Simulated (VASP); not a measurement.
Se, 3 atoms in the cell. It takes space group P3_121 (No. 152, trigonal). Conventional cell: a = 4.174 Å, b = 4.174 Å, c = 5.261 Å, α = 90.00°, β = 90.00°, γ = 120.00°. Se (site symmetry 2) has 6 Se at 2.50 to 3.28 Å within 3.3 Å.  This cell differs from its parent crystal: volume 26.458 Å^3 an atom, c/a of the conventional cell 1.2605.

| Item | Value |
| --- | --- |
| Program | VASP 6.6.1 |
| Task | single point |
| Functional | PBE |
| Dispersion | D3(BJ) |
| Potentials or basis | VASP PAW PBE potentials, release 64 (Se) |
| Cutoff | 520 eV |
| k mesh | 12 × 12 × 8 |
| Occupations | gaussian, width 0.05 eV |
| Spin | no spin polarisation |
| Dipole correction | no |
| Further INCAR settings | ALGO = Normal; EDIFF = 1e-06; NBANDS = 16 |

Potentials or basis: VASP PAW PBE potentials, release 64 (Se).

Command:

```console
$ cat potpaw_PBE.64/Se/POTCAR > POTCAR
$ mpirun -np 1 vasp_std > vasp.out
```

Hardware: 1 thread of Oxide Virtual Turin-like Processor, on a shared host.

Question: Estimate the wall time of this run.

Answer: It took 3.5 min on 1 thread of Oxide Virtual Turin-like Processor, on a shared host, peak memory 0.25 GiB. Counts: scf iterations 12, k points 131.
